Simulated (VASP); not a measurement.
Input of a VASP 6.6.1 run:

INCAR

```
SYSTEM = BAs
PREC     = Accurate       ! precision mode
ENCUT    = 520            ! plane-wave cutoff, eV
EDIFF    = 1E-6           ! SCF threshold, eV
ISMEAR   = 0              ! smearing method
SIGMA    = 0.01           ! smearing width, eV
LREAL    = .False.        ! projectors in reciprocal space
LASPH    = .True.         ! aspherical terms in the spheres
NELM     = 100            ! most SCF steps
ALGO     = Normal         ! electronic algorithm
ISIF     = 2              ! what is computed and relaxed
LWAVE    = .False.        ! write WAVECAR
LCHARG   = .True.         ! write CHGCAR
GGA      = PE             ! functional
LELF     = .True.         ! ELF
LVHAR    = .True.       
NBANDS   = 11             ! bands
```

Contents of KPOINTS:

```
Automatic mesh
0
Gamma
  4 4 4
  0 0 0
```

File POSCAR:

```
BAs
1.0
    0.0000000000      2.3918699032      2.3918699032
    2.3918699032      0.0000000000      2.3918699032
    2.3918699032      2.3918699032      0.0000000000
B As
1 1
Direct
    0.0000000000      0.0000000000      0.0000000000
    0.2500000000      0.2500000000      0.2500000000
```

Potentials or basis: VASP PAW PBE potentials, release 64 (B, As).

Launch:

```console
$ cat potpaw_PBE.64/B/POTCAR potpaw_PBE.64/As/POTCAR > POTCAR
$ mpirun -np 1 vasp_std > vasp.out
```

Predict the pressure.

3.4 GPa.

Estimate the band gap on the k mesh.

1.42 eV, indirect (least direct gap 3.25 eV).

Caveat: the k points lie up to 0.57 Å⁻¹ apart. A k mesh can miss the band edges.
